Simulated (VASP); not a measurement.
# HgS (F-43m) in VASP: single point with HSE06

Aim: the single point of HgS with HSE06.

Program: VASP 6.6.1. These are calculated values, not measurements. Logs are shortened: lines on timing, memory, paths and dates and some standing lists are left out, and cuts for length are marked.

## 1. The cell of the first run

The structure is cubic, space group F-43m (No. 216). The conventional cell has a = 5.930 Å, b = 5.930 Å, c = 5.930 Å, α = 90.00°, β = 90.00°, γ = 90.00°. Hg (site symmetry -43m) has 4 S at 2.57 Å within 3.4 Å. S (site symmetry -43m) has 4 Hg at 2.57 Å within 3.4 Å.

## 2. Single point, HSE06

POSCAR reads:

```
HgS
1.0
    0.0000000000      2.9651863031      2.9651863031
    2.9651863031      0.0000000000      2.9651863031
    2.9651863031      2.9651863031      0.0000000000
Hg S
1 1
Direct
    0.0000000000      0.0000000000      0.0000000000
    0.2500000000      0.2500000000      0.2500000000
```

INCAR.step1 reads:

```
SYSTEM = HgS
ALGO = Normal
EDIFF = 1E-5
ENCUT = 400
GGA = PE
GGA_COMPAT = .FALSE.
ISIF = 2
ISMEAR = -1
LASPH = .TRUE.
LCHARG = .FALSE.
LREAL = .FALSE.
LWAVE = .TRUE.
NBANDS = 16
NELM = 120
PREC = Accurate
SIGMA = 0.02
```

INCAR.step2 reads:

```
SYSTEM = HgS
ALGO = Normal
EDIFF = 1E-6
ENCUT = 400
GGA = PE
GGA_COMPAT = .FALSE.
HFSCREEN = 0.2079
ISIF = 2
ISMEAR = -1
ISTART = 1
LASPH = .TRUE.
LCHARG = .FALSE.
LHFCALC = .TRUE.
LREAL = .FALSE.
LWAVE = .FALSE.
NBANDS = 16
NELM = 120
PREC = Accurate
PRECFOCK = Normal
SIGMA = 0.02
```

KPOINTS reads:

```
k-points
0
G
  6 6 6
  0 0 0
```

Potentials or basis: VASP PAW PBE potentials, release 64 (Hg, S).

On the command line:

```bash
> cat potpaw_PBE.64/Hg/POTCAR potpaw_PBE.64/S/POTCAR > POTCAR
> cp INCAR.step1 INCAR
> mpirun -np 1 vasp_std > vasp.out
> cp INCAR.step2 INCAR
> mpirun -np 1 vasp_std > vasp.out
```

OUTCAR:

```text
SYSTEM = HgS
   EDIFF = 1E-6
   ENCUT = 400
   GGA = PE
   HFSCREEN = 0.2079
   ISIF = 2
   ISMEAR = -1
   ISTART = 1
   LASPH = .TRUE.
   LHFCALC = .TRUE.
   LREAL = .FALSE.
   NELM = 120
   PREC = Accurate
   PRECFOCK = Normal

 ion  position               nearest neighbor table
   1  0.000  0.000  0.000-   2 2.57   2 2.57   2 2.57   2 2.57
   2  0.250  0.250  0.250-   1 2.57   1 2.57   1 2.57   1 2.57

  LATTYP: Found a face centered cubic cell.
 ALAT       =     5.9303726062

  Lattice vectors:

 A1 = (   0.0000000000,   2.9651863031,   2.9651863031)
 A2 = (   2.9651863031,   0.0000000000,   2.9651863031)
 A3 = (   2.9651863031,   2.9651863031,   0.0000000000)

Analysis of symmetry for initial positions (statically):
=====================================================================
 Subroutine PRICEL returns:
 Original cell was already a primitive cell.

 Routine SETGRP: Setting up the symmetry group for a
 face centered cubic supercell.

 Subroutine GETGRP returns: Found 24 space group operations
 (whereof 24 operations were pure point group operations)
 out of a pool of 48 trial point group operations.

The static configuration has the point symmetry T_d .

Analysis of symmetry for dynamics (positions and initial velocities):
=====================================================================
 Subroutine PRICEL returns:
 Original cell was already a primitive cell.

 Routine SETGRP: Setting up the symmetry group for a
 face centered cubic supercell.

 Subroutine GETGRP returns: Found 24 space group operations
 (whereof 24 operations were pure point group operations)
 out of a pool of 48 trial point group operations.

The dynamic configuration has the point symmetry T_d .

 Subroutine INISYM returns: Found 24 space group operations
 (whereof 24 operations are pure point group operations),
 and found     1 'primitive' translations

----------------------------------------------------------------------------------------

                                     Primitive cell

  volume of cell :      52.1418

  direct lattice vectors                    reciprocal lattice vectors
     0.000000000  2.965186303  2.965186303    -0.168623469  0.168623469  0.168623469
     2.965186303  0.000000000  2.965186303     0.168623469 -0.168623469  0.168623469
     2.965186303  2.965186303  0.000000000     0.168623469  0.168623469 -0.168623469

  length of vectors
     4.193406685  4.193406685  4.193406685     0.292064415  0.292064415  0.292064415

  position of ions in fractional coordinates (direct lattice)
     0.000000000  0.000000000  0.000000000
     0.250000000  0.250000000  0.250000000

  ion indices of the primitive-cell ions
   primitive index   ion index
                 1           1
                 2           2

----------------------------------------------------------------------------------------

 KPOINTS: k-points

Automatic generation of k-mesh.
 Grid dimensions read from file:
 generate k-points for:    6    6    6

 Generating k-lattice:

  Cartesian coordinates                     Fractional coordinates (reciprocal lattice)
    -0.028103911  0.028103911  0.028103911     0.166666667  0.000000000  0.000000000
     0.028103911 -0.028103911  0.028103911     0.000000000  0.166666667  0.000000000
     0.028103911  0.028103911 -0.028103911     0.000000000  0.000000000  0.166666667

  Length of vectors
     0.048677403  0.048677403  0.048677403

  Shift w.r.t. Gamma in fractional coordinates (k-lattice)
     0.000000000  0.000000000  0.000000000

 Subroutine IBZKPT returns following result:
 ===========================================

 Found     16 irreducible k-points:

 Following reciprocal coordinates:
            Coordinates               Weight
  0.000000  0.000000  0.000000      1.000000
  0.166667  0.000000  0.000000      8.000000
  0.333333  0.000000  0.000000      8.000000
  0.500000  0.000000  0.000000      4.000000
  0.166667  0.166667  0.000000      6.000000
  0.333333  0.166667  0.000000     24.000000
[... 8 lines left out ...]
 -0.333333  0.333333  0.166667     24.000000
 -0.333333  0.500000  0.166667     12.000000
   k-points           NKPTS =     16   k-points in BZ     NKDIM =    216   number of bands    NBANDS=     16
   number of dos      NEDOS =    301   number of ions     NIONS =      2
   total plane-waves  NPLWV =  21952
   dimension x,y,z NGX =    28 NGY =   28 NGZ =   28
   dimension x,y,z NGXF=    56 NGYF=   56 NGZF=   56
   ions per type =               1   1
   NGX,Y,Z   is equivalent  to a cutoff of  11.10, 11.10, 11.10 a.u.
   NGXF,Y,Z  is equivalent  to a cutoff of  22.20, 22.20, 22.20 a.u.
 SYSTEM =  HgS
   PREC   = accura    normal or accurate (medium, high low for compatibility)
   ISTART =      1    job   : 0-new  1-cont  2-samecut
   ICHARG =      0    charge: 1-file 2-atom 10-const
   ISPIN  =      1    spin polarized calculation?
   LNONCOLLINEAR =      F non collinear calculations
   LSORBIT =      F    spin-orbit coupling
   LASPH  =      T    aspherical Exc in radial PAW
   ENCUT  =  400.0 eV  29.40 Ry    5.42 a.u.   6.84  6.84  6.84*2*pi/ulx,y,z
   NELM   =    120;   NELMIN=  2; NELMDL=  0     # of ELM steps
   EDIFF  = 0.1E-05   stopping-criterion for ELM
   LREAL  =      F    real-space projection
   EDIFFG = 0.1E-04   stopping-criterion for IOM
   NSW    =      0    number of steps for IOM
   IBRION =     -1    ionic relax: 0-MD 1-quasi-New 2-CG
   NFREE  =      0    steps in history (QN), initial steepest desc. (CG)
   ISIF   =      2    stress and relaxation
   ISYM   =      3    0-nonsym 1-usesym 2-fastsym
   POTIM  = 0.5000    time-step for ionic-motion
   TEBEG  =    0.0;   TEEND  =   0.0 temperature during run
   PSTRESS=    0.0 pullay stress
   NELECT =      18.0000    total number of electrons
   NUPDOWN=      -1.0000    fix difference up-down
   EMIN   =  10.00;   EMAX   =-10.00  energy-range for DOS
   EFERMI =   0.00;   METHOD = LEGACY
   ISMEAR =    -1;   SIGMA  =   0.02  broadening in eV -4-tet -1-fermi 0-gaus
   EFERMI_NEDOS =   21; number of points for ismear=-14 and -15
   IALGO  =     38    algorithm
   IMIX   =      1    mixing-type and parameters
     AMIX     =   0.40;   BMIX     =  1.00
     AMIX_MAG =   1.60;   BMIX_MAG =  1.00
  volume/ion in A,a.u.               =      26.07       175.94
  Fermi-wavevector in a.u.,A,eV,Ry     =   1.148428  2.170214 17.944538  1.318886
  Thomas-Fermi vector in A             =   2.285103
   LORBIT       =      0    0 simple, 1 ext, 2 COOP (PROOUT), +10 PAW based schemes
   GGA     = PE    functional components
   LHFCALC =     T    Hartree Fock is set to
   PRECFOCK=normal    Normal, Fast or Accurate (Low or Medium for compatibility)
   ENCUT4O =  -1.0   cutoff for four orbital integrals eV
   NKREDX  =     1    reduce k-point grid by
   NKREDY  =     1    reduce k-point grid by
   NKREDZ  =     1    reduce k-point grid by
   AEXX    =    0.2500 exact exchange contribution
   HFSCREEN=    0.2079 screening length (either q_TF or 0.3 A-1)
   HFSCREENC=   0.2079 screening length for correlation (either q_TF or 0.3 A-1)
   ENCUTFOCK=  -1.0 apply spherical cutoff to Coloumb kernel
   IVDW    =     0    specifies the selected vdW correction
   LEPSILON=     F    determine dielectric tensor
   LRPA    =     F    only Hartree local field effects (RPA)
 non-spin polarized calculation
  energy-cutoff  :      400.00
  volume of cell :       52.14
 maximum number of plane-waves:       960
  NGX = 24; NGY = 24; NGZ = 24

 number of electron      17.9999999 magnetization

 Free energy of the ion-electron system (eV)
  ---------------------------------------------------
  ext. energy  EPLUGINS =         0.00000000
  ---------------------------------------------------
  free energy    TOTEN  =        -5.88690250 eV

  energy without entropy =       -5.88690179  energy(sigma->0) =       -5.88690214

 E-fermi :   1.3451     XC(G=0):  -7.5612

 val. band max:        1.1517599846   @ k =   0.0000   0.0000   0.0000
 cond. band min:       1.5163864165   @ k =   0.0000   0.0000   0.0000
 fundamental gap:      0.3646264319
 Fermi energy:         1.3450602203

 k-point     1 :       0.0000    0.0000    0.0000
  band No.  band energies     occupation
      1     -13.0832      2.00000
      2      -6.6666      2.00000
      3      -6.6666      2.00000
      4      -6.6666      2.00000
      5      -5.8257      2.00000
      6      -5.8257      2.00000
[... 8 lines left out ...]
     15      13.9480      0.00000
     16      13.9480      0.00000

 k-point     2 :       0.1667    0.0000    0.0000
  band No.  band energies     occupation
      1     -12.9527      2.00000
      2      -6.6071      2.00000
      3      -6.6071      2.00000
      4      -6.5808      2.00000
      5      -5.8277      2.00000
      6      -5.8277      2.00000
[... 8 lines left out ...]
     15      13.0533      0.00000
     16      13.2338      0.00000

 k-point     3 :       0.3333    0.0000    0.0000
  band No.  band energies     occupation
      1     -12.6827      2.00000
      2      -6.5062      2.00000
      3      -6.5062      2.00000
      4      -6.1546      2.00000
      5      -5.8000      2.00000
      6      -5.8000      2.00000
[... 8 lines left out ...]
     15      13.3285      0.00000
     16      13.3285      0.00000

 k-point     4 :       0.5000    0.0000    0.0000
  band No.  band energies     occupation
      1     -12.5439      2.00000
      2      -6.4693      2.00000
      3      -6.4693      2.00000
      4      -5.7648      2.00000
      5      -5.7648      2.00000
      6      -5.4205      2.00000
[... 8 lines left out ...]
     15      14.5696      0.00000
     16      14.5696      0.00000
[... 172 lines left out ...]
 k-point    14 :       0.5000    0.3333    0.1667
  band No.  band energies     occupation
      1     -12.5031      2.00000
      2      -6.3948      2.00000
      3      -6.3453      2.00000
      4      -6.0806      2.00000
      5      -5.7707      2.00000
      6      -5.6354      2.00000
[... 8 lines left out ...]
     15      15.0229      0.00000
     16      15.1797      0.00000

 k-point    15 :      -0.3333    0.3333    0.1667
  band No.  band energies     occupation
      1     -12.4118      2.00000
      2      -6.3589      2.00000
      3      -6.2849      2.00000
      4      -5.8957      2.00000
      5      -5.8244      2.00000
      6      -5.2307      2.00000
[... 8 lines left out ...]
     15      14.4717      0.00000
     16      15.3554      0.00000

 k-point    16 :      -0.3333    0.5000    0.1667
  band No.  band energies     occupation
      1     -12.3667      2.00000
      2      -6.3396      2.00000
      3      -6.1911      2.00000
      4      -5.9972      2.00000
      5      -5.7735      2.00000
      6      -5.1553      2.00000
[... 8 lines left out ...]
     15      15.0929      0.00000
     16      15.2710      0.00000

------------------------ aborting loop because EDIFF is reached ----------------------------------------

  FORCE on cell =-STRESS in cart. coord.  units (eV):
  Direction    XX          YY          ZZ          XY          YZ          ZX
  --------------------------------------------------------------------------------------
  -------------------------------------------------------------------------------------
  Total       -0.0045130     -0.0045130     -0.0045130     -0.0000000     -0.0000000     -0.0000000
  in kB       -0.1386721     -0.1386721     -0.1386721     -0.0000000     -0.0000000     -0.0000000
  external PRESSURE =      -0.1386721 kB  Pullay stress =       0.0000000 kB

 VOLUME and BASIS-vectors are now :
 -----------------------------------------------------------------------------
  energy-cutoff  :      400.00
  volume of cell :       52.14
      direct lattice vectors                 reciprocal lattice vectors
     0.000000000  2.965186303  2.965186303    -0.168623469  0.168623469  0.168623469
     2.965186303  0.000000000  2.965186303     0.168623469 -0.168623469  0.168623469
     2.965186303  2.965186303  0.000000000     0.168623469  0.168623469 -0.168623469

 POSITION                                       TOTAL-FORCE (eV/Angst)
 -----------------------------------------------------------------------------------
      0.00000      0.00000      0.00000        -0.000000      0.000000      0.000000
      1.48259      1.48259      1.48259         0.000000     -0.000000     -0.000000
 -----------------------------------------------------------------------------------
    total drift:                                0.000012      0.000013      0.000011

  FREE ENERGIE OF THE ION-ELECTRON SYSTEM (eV)
  ---------------------------------------------------
  free  energy   TOTEN  =        -5.8869025006 eV

  energy  without entropy=       -5.8869017873  energy(sigma->0) =       -5.88690214
```

It took 18 min on 1 thread of Intel Xeon 6975P-C (Granite Rapids), shared host; peak memory 0.28 GiB.

What came out:

| Item | Value |
| --- | --- |
| Free energy | -5.8869 eV |
| Pressure | 0.0 GPa |
| Band gap on the k mesh | 0.36 eV |

Levels at points of the mesh, in eV from the valence-band top:
```tsv
k point	band 6	band 7	band 8	band 9	band 10	band 11	band 12	band 13
(0.00, 0.00, 0.00)	-6.98	0.00	0.00	0.00	0.36	7.12	7.12	7.12
(0.50, 0.00, 0.00)	-6.57	-5.59	-0.98	-0.98	2.53	7.85	7.85	8.00
(0.50, 0.50, 0.00)	-6.54	-5.06	-2.35	-2.35	4.19	4.32	9.64	11.47
```

Caveat: the PAW data sets were made with another functional, which shifts forces and pressure a little; spin-orbit coupling is left out, which moves the levels of the heavy elements.
